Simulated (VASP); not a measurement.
Write the native input for VASP 6.6.1 that does the following.

```
Task                   : single point
Functional             : PBE
Potentials or basis    : VASP PAW PBE potentials, release 64 (Al, N)
Cutoff                 : 520 eV
k mesh                 : 9 × 9 × 6
Occupations            : gaussian, width 0.02 eV
Spin                   : no spin polarisation
Dipole correction      : no
Further INCAR settings : ALGO = Normal; EDIFF = 1e-07; NBANDS = 16
```

The structure of AlN lies in POSCAR:

```
AlN
1.0
    3.2772229966      0.0000000000      0.0000000000
   -1.6386114983      2.8381583689      0.0000000000
    0.0000000000      0.0000000000      4.9452945400
Al N
2 2
Direct
    0.3333333333      0.6666666667      0.0301325834
    0.6666666667      0.3333333333      0.5301325834
    0.3333333333      0.6666666667      0.3548674166
    0.6666666667      0.3333333333      0.8548674166
```

This cell differs from its parent crystal: strained.

The input as run:

INCAR

```
SYSTEM = AlN
PREC = Accurate ; ENCUT = 520
EDIFF = 1E-7 ; ISMEAR = 0
SIGMA = 0.02 ; LREAL = .False.
LASPH = .True. ; NELM = 100
ALGO = Normal ; ISIF = 2
LWAVE = .False. ; LCHARG = .False.
GGA = PE ; NBANDS = 16
```

KPOINTS

```
regular mesh
0
Gamma
  9 9 6
  0 0 0
```

Potentials or basis: VASP PAW PBE potentials, release 64 (Al, N).

Command:

```console
$ cat potpaw_PBE.64/Al/POTCAR potpaw_PBE.64/N/POTCAR > POTCAR
$ mpirun -np 1 vasp_std > vasp.out
```

Results of the run:

```
Pressure               : 7.5 GPa
Largest force          : 8.459 eV/Å
Band gap on the k mesh : 3.35 eV, direct
```

Caveat: the cell differs from its parent crystal (strained); forces of over 1 eV/Å act on the atoms, so gaps and moduli don't describe the material at rest.

Wall time 10 s on 1 thread of Intel(R) Xeon(R) 6975P-C (Granite Rapids), with other jobs on the host, peak memory 0.17 GiB.
